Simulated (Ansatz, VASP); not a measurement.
# One calculation of AlGaN2, two programs

```
CELL_PARAMETERS angstrom
3.23510 0.00000 0.00000
0.00000 3.23510 0.00000
0.00000 0.00000 4.49020
ATOMIC_POSITIONS crystal
Al 0.50000 0.50000 0.50000
Ga 0.00000 0.00000 0.00000
N 0.50000 0.00000 0.73826
N 0.00000 0.50000 0.26174
```

Change from the starting cell: strain +0.030 along x and y, +0.015 along z, atoms carried along.

Alike in both runs: task single point; functional LDA; k mesh 8 × 8 × 6; occupations gaussian, width 0.05 eV; no spin polarisation.

```csv
,VASP,Ansatz
version,VASP 6.6.1,Ansatz 0.2.0
potentials or method,"VASP PAW LDA potentials, release 64 (Al, Ga_d, N), cutoff 520 eV","scalar-relativistic, plane waves, PAW"
valence electrons in the cell,26,26
```

VASP gave:

```
gap on the k mesh at the Fermi level (eV)                     : 2.35
least direct gap on the mesh (eV)                             : 2.35
pressure (GPa)                                                : -16.1
traceless stress, the component that is largest in VASP (GPa) : 1.30
rms of the force components (eV/Å)                            : 0.050
```

Estimate Ansatz's values.

gap on the k mesh at the Fermi level (eV): 2.34; least direct gap on the mesh (eV): 2.34; pressure (GPa): -16.7; traceless stress, the component that is largest in VASP (GPa): 1.29; rms of the force components (eV/Å): 0.060.

LDA's correlation is that of Perdew and Zunger in VASP and of Perdew and Wang (1992) in Ansatz. Atom by atom the forces differ by 0.011 eV/Å (rms over components).
